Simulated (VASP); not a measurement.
# Si (C2/m) in VASP: single point with LDA

Aim: the single point of Si with LDA.

Everything below comes from runs of VASP 6.6.1. Logs are shortened: lines on timing, memory, paths and dates and some standing lists are left out, and cuts for length are marked.

**1. The cell of the first run**

Symmetry: C2/m, No. 12, monoclinic system. The conventional cell has a = 2.608 Å, b = 4.518 Å, c = 9.886 Å, α = 90.00°, β = 91.51°, γ = 90.00°. Si (site symmetry m) has 20 Si at 2.47 to 3.79 Å within 3.8 Å. Si (site symmetry m) has 8 Si at 2.47 to 2.61 Å within 3.3 Å.

**2. Single point, LDA (the part above a cut slid along it)**

INCAR reads:

```
PREC = Accurate
ENCUT = 520
EDIFF = 1E-6
ISMEAR = 0
SIGMA = 0.15
LREAL = False
LASPH = True
NELM = 80
ALGO = Normal
ISIF = 2
LWAVE = False
LCHARG = True
LELF = True
LVHAR = True
NBANDS = 16
```

KPOINTS reads:

```
Automatic mesh
0
Gamma
  26 26 6
```

POSCAR reads:

```
Si
1.0
   -2.6084914272      0.0000000000      0.0000000000
   -1.3042457136     -2.2590198415      0.0000000000
   -0.2608491427      0.0000000000      9.8830448238
Si
4
Direct
   -0.0875000000      0.0000000000      0.8750000000
   -0.0125000000      0.0000000000      0.1250000000
   -0.0375000000      0.0000000000      0.3750000000
   -0.0625000000      0.0000000000      0.6250000000
```

Potentials or basis: VASP PAW LDA potentials, release 64 (Si).

On the command line:

```bash
$ cat potpaw_LDA.64/Si/POTCAR > POTCAR
$ mpirun -np 1 vasp_std > vasp.out
```

OUTCAR:

```text
PREC = Accurate
   ENCUT = 520
   EDIFF = 1E-6
   ISMEAR = 0
   LREAL = False
   LASPH = True
   NELM = 80
   ISIF = 2

 ion  position               nearest neighbor table
   1  0.913  0.000  0.875-   4 2.47   2 2.48
   2  0.987  0.000  0.125-   3 2.47   1 2.48
   3  0.962  0.000  0.375-   2 2.47   4 2.47
   4  0.938  0.000  0.625-   1 2.47   3 2.47

  LATTYP: Found a base centered monoclinic cell.
 ALAT       =     2.6084914272
 B/A-ratio  =     1.7320508076
 C/A-ratio  =     3.7901165768
 COS(beta)  =    -0.0263844127

  Lattice vectors:

 A1 = (   1.3042457136,  -2.2590198415,   0.0000000000)
 A2 = (   1.3042457136,   2.2590198415,   0.0000000000)
 A3 = (  -0.2608491427,   0.0000000000,   9.8830448238)

Analysis of symmetry for initial positions (statically):
=====================================================================
 Subroutine PRICEL returns:
 Original cell was already a primitive cell.

 Routine SETGRP: Setting up the symmetry group for a
 base centered monoclinic supercell.

 Subroutine GETGRP returns: Found  4 space group operations
 (whereof  2 operations were pure point group operations)
 out of a pool of  4 trial point group operations.

The static configuration has the point symmetry C_1h.
 The point group associated with its full space group is C_2h.

Analysis of symmetry for dynamics (positions and initial velocities):
=====================================================================
 Subroutine PRICEL returns:
 Original cell was already a primitive cell.

 Routine SETGRP: Setting up the symmetry group for a
 base centered monoclinic supercell.

 Subroutine GETGRP returns: Found  4 space group operations
 (whereof  2 operations were pure point group operations)
 out of a pool of  4 trial point group operations.

The dynamic configuration has the point symmetry C_1h.
 The point group associated with its full space group is C_2h.

 Subroutine INISYM returns: Found  4 space group operations
 (whereof  2 operations are pure point group operations),
 and found     1 'primitive' translations

----------------------------------------------------------------------------------------

                                     Primitive cell

  volume of cell :      58.2372

  direct lattice vectors                    reciprocal lattice vectors
    -2.608491427  0.000000000  0.000000000    -0.383363345  0.221334931 -0.010118339
    -1.304245714 -2.259019841  0.000000000     0.000000000 -0.442669861  0.000000000
    -0.260849143  0.000000000  9.883044824     0.000000000  0.000000000  0.101183392

  length of vectors
     2.608491427  2.608491427  9.886486599     0.442785486  0.442669861  0.101183392

  position of ions in fractional coordinates (direct lattice)
     0.912500000  0.000000000  0.875000000
     0.987500000  0.000000000  0.125000000
     0.962500000  0.000000000  0.375000000
     0.937500000  0.000000000  0.625000000

  ion indices of the primitive-cell ions
   primitive index   ion index
                 1           1
                 2           2
                 3           3
                 4           4

----------------------------------------------------------------------------------------

 KPOINTS: Automatic mesh

Automatic generation of k-mesh.
 Grid dimensions read from file:
 generate k-points for:   26   26    6

 Generating k-lattice:

  Cartesian coordinates                     Fractional coordinates (reciprocal lattice)
    -0.014744744  0.008512882 -0.000389167     0.038461538  0.000000000 -0.000000000
     0.000000000 -0.017025764  0.000000000     0.000000000  0.038461538  0.000000000
     0.000000000  0.000000000  0.016863899     0.000000000  0.000000000  0.166666667

  Length of vectors
     0.017030211  0.017025764  0.016863899

  Shift w.r.t. Gamma in fractional coordinates (k-lattice)
     0.000000000  0.000000000  0.000000000

 Subroutine IBZKPT returns following result:
 ===========================================

 Found   1068 irreducible k-points:

 Following reciprocal coordinates:
            Coordinates               Weight
  0.000000  0.000000  0.000000      1.000000
  0.038462  0.000000 -0.000000      4.000000
  0.076923  0.000000 -0.000000      4.000000
  0.115385 -0.000000 -0.000000      4.000000
  0.153846  0.000000 -0.000000      4.000000
  0.192308  0.000000  0.000000      4.000000
[... 16 lines left out ...]
  0.346154  0.038462 -0.000000      4.000000
  0.384615  0.038462  0.000000      4.000000
 [... further k-points ...]
   k-points           NKPTS =   1068   k-points in BZ     NKDIM =   1068   number of bands    NBANDS=     16
   number of dos      NEDOS =    301   number of ions     NIONS =      4
   total plane-waves  NPLWV =  32000
   dimension x,y,z NGX =    20 NGY =   20 NGZ =   80
   dimension x,y,z NGXF=    40 NGYF=   40 NGZF=  160
   ions per type =               4
   NGX,Y,Z   is equivalent  to a cutoff of  12.75, 12.75, 13.45 a.u.
   NGXF,Y,Z  is equivalent  to a cutoff of  25.49, 25.49, 26.90 a.u.
 SYSTEM =  unknown system
   PREC   = accura    normal or accurate (medium, high low for compatibility)
   ISTART =      0    job   : 0-new  1-cont  2-samecut
   ICHARG =      2    charge: 1-file 2-atom 10-const
   ISPIN  =      1    spin polarized calculation?
   LNONCOLLINEAR =      F non collinear calculations
   LSORBIT =      F    spin-orbit coupling
   LASPH  =      T    aspherical Exc in radial PAW
   ENCUT  =  520.0 eV  38.22 Ry    6.18 a.u.   4.85  4.85 18.38*2*pi/ulx,y,z
   NELM   =     80;   NELMIN=  2; NELMDL= -5     # of ELM steps
   EDIFF  = 0.1E-05   stopping-criterion for ELM
   LREAL  =      F    real-space projection
   EDIFFG = 0.1E-04   stopping-criterion for IOM
   NSW    =      0    number of steps for IOM
   IBRION =     -1    ionic relax: 0-MD 1-quasi-New 2-CG
   NFREE  =      0    steps in history (QN), initial steepest desc. (CG)
   ISIF   =      2    stress and relaxation
   ISYM   =      2    0-nonsym 1-usesym 2-fastsym
   POTIM  = 0.5000    time-step for ionic-motion
   TEBEG  =    0.0;   TEEND  =   0.0 temperature during run
   PSTRESS=    0.0 pullay stress
   NELECT =      16.0000    total number of electrons
   NUPDOWN=      -1.0000    fix difference up-down
   EMIN   =  10.00;   EMAX   =-10.00  energy-range for DOS
   EFERMI =   0.00;   METHOD = LEGACY
   ISMEAR =     0;   SIGMA  =   0.15  broadening in eV -4-tet -1-fermi 0-gaus
   EFERMI_NEDOS =   21; number of points for ismear=-14 and -15
   IALGO  =     38    algorithm
   IMIX   =      4    mixing-type and parameters
     AMIX     =   0.40;   BMIX     =  1.00
     AMIX_MAG =   1.60;   BMIX_MAG =  1.00
  volume/ion in A,a.u.               =      14.56        98.25
  Fermi-wavevector in a.u.,A,eV,Ry     =   1.064261  2.011161 15.410654  1.132651
  Thomas-Fermi vector in A             =   2.199773
   LORBIT       =      0    0 simple, 1 ext, 2 COOP (PROOUT), +10 PAW based schemes
   GGA     = CA    functional components
   LHFCALC =     F    Hartree Fock is set to
   AEXX    =    0.0000 exact exchange contribution
   IVDW    =     0    specifies the selected vdW correction
   LEPSILON=     F    determine dielectric tensor
   LRPA    =     F    only Hartree local field effects (RPA)
 non-spin polarized calculation
 Gauss-broadening in eV      SIGMA  =   0.15
  energy-cutoff  :      520.00
  volume of cell :       58.24
 maximum number of plane-waves:      1598
   NGX =  9   NGY =  9   NGZ = 37

 number of electron      16.0000000 magnetization

 Free energy of the ion-electron system (eV)
  ---------------------------------------------------
  ext. energy  EPLUGINS =         0.00000000
  ---------------------------------------------------
  free energy    TOTEN  =       -22.93172306 eV

  energy without entropy =      -22.91478116  energy(sigma->0) =      -22.92325211

 E-fermi :   9.7548     XC(G=0): -11.1799

 val. band max:        9.7547780116   @ k =   0.3077  -0.4231   0.3333
 cond. band min:       9.7549409806   @ k =  -0.4231   0.1923   0.1667
 fundamental gap:      0.0001629690
 Fermi energy:         9.7548044341

 k-point     1 :       0.0000    0.0000    0.0000
  band No.  band energies     occupation
      1      -4.4049      2.00000
      2      -2.9661      2.00000
      3      -2.9644      2.00000
      4       0.4273      2.00000
      5       2.5199      2.00000
      6       8.5225      2.00000
[... 8 lines left out ...]
     15      21.3464      0.00000
     16      22.1200      0.00000

 k-point     2 :       0.0385    0.0000   -0.0000
  band No.  band energies     occupation
      1      -4.3630      2.00000
      2      -2.9346      2.00000
      3      -2.9127      2.00000
      4       0.4686      2.00000
      5       2.5590      2.00000
      6       8.5321      2.00000
[... 8 lines left out ...]
     15      21.0260      0.00000
     16      22.1570      0.00000

 k-point     3 :       0.0769    0.0000   -0.0000
  band No.  band energies     occupation
      1      -4.2374      2.00000
      2      -2.8206      2.00000
      3      -2.7770      2.00000
      4       0.5924      2.00000
      5       2.6764      2.00000
      6       8.6073      2.00000
[... 8 lines left out ...]
     15      20.3855      0.00000
     16      21.7476      0.00000

 k-point     4 :       0.1154   -0.0000   -0.0000
  band No.  band energies     occupation
      1      -4.0283      2.00000
      2      -2.6237      2.00000
      3      -2.5584      2.00000
      4       0.7983      2.00000
      5       2.8717      2.00000
      6       8.7500      2.00000
[... 8 lines left out ...]
     15      19.7053      0.00000
     16      20.3536      0.00000
[... 324 lines left out ...]
 k-point    22 :       0.3077    0.0385   -0.0000
  band No.  band energies     occupation
      1      -2.0346      2.00000
      2      -0.6970      2.00000
      3      -0.5245      2.00000
      4       2.7523      2.00000
      5       4.7160      2.00000
      6       9.3747      1.99966
[... 8 lines left out ...]
     15      16.7720      0.00000
     16      18.0144      0.00000

 k-point    23 :       0.3462    0.0385   -0.0000
  band No.  band energies     occupation
      1      -1.3760      2.00000
      2      -0.0536      2.00000
      3       0.1397      2.00000
      4       3.3945      2.00000
      5       5.3094      2.00000
      6       8.0172      2.00000
[... 8 lines left out ...]
     15      16.4155      0.00000
     16      17.7806      0.00000

 k-point    24 :       0.3846    0.0385    0.0000
  band No.  band energies     occupation
      1      -0.6393      2.00000
      2       0.6674      2.00000
      3       0.8811      2.00000
      4       4.1099      2.00000
      5       5.9533      2.00000
      6       6.7038      2.00000
[... 8 lines left out ...]
     15      16.1420      0.00000
     16      17.5743      0.00000

 [... further k-points ...]

------------------------ aborting loop because EDIFF is reached ----------------------------------------

  FORCE on cell =-STRESS in cart. coord.  units (eV):
  Direction    XX          YY          ZZ          XY          YZ          ZX
  --------------------------------------------------------------------------------------
  -------------------------------------------------------------------------------------
  Total        0.4548783      0.3879062     -0.8146066      0.0000000      0.0000000      0.7222889
  in kB       12.5142704     10.6717844    -22.4108486      0.0000000      0.0000000     19.8710718
  external PRESSURE =       0.2584021 kB  Pullay stress =       0.0000000 kB

 VOLUME and BASIS-vectors are now :
 -----------------------------------------------------------------------------
  energy-cutoff  :      520.00
  volume of cell :       58.24
      direct lattice vectors                 reciprocal lattice vectors
    -2.608491427  0.000000000  0.000000000    -0.383363345  0.221334931 -0.010118339
    -1.304245714 -2.259019841  0.000000000     0.000000000 -0.442669861  0.000000000
    -0.260849143  0.000000000  9.883044824     0.000000000  0.000000000  0.101183392

 POSITION                                       TOTAL-FORCE (eV/Angst)
 -----------------------------------------------------------------------------------
     -2.60849      0.00000      8.64766        -0.131893      0.000000      0.023569
     -2.60849      0.00000      1.23538         0.131893      0.000000     -0.023569
     -2.60849      0.00000      3.70614         0.029554      0.000000     -0.000049
     -2.60849      0.00000      6.17690        -0.029554      0.000000      0.000049
 -----------------------------------------------------------------------------------
    total drift:                                0.000000      0.000000     -0.000000

  FREE ENERGIE OF THE ION-ELECTRON SYSTEM (eV)
  ---------------------------------------------------
  free  energy   TOTEN  =       -22.9317230613 eV

  energy  without entropy=      -22.9147811634  energy(sigma->0) =      -22.92325211
```

It took 17 min on 1 thread of Intel Xeon 8259CL, shared host; peak memory 0.72 GiB.

Results:

| Quantity | Value |
| --- | --- |
| Free energy | -22.9317 eV |
| Pressure | 0.0 GPa |
| Largest force | 0.134 eV/Å |
| Band gap on the k mesh | zero (bands 8 and 9 overlap by 10.19 eV) |

Forces on the atoms (eV/Å):
```
Si  -0.132  0.000  0.024
Si   0.132  0.000 -0.024
Si   0.030  0.000  0.000
Si  -0.030  0.000  0.000
```

Caveat: the cell differs from its parent crystal (the part above a cut slid along it).
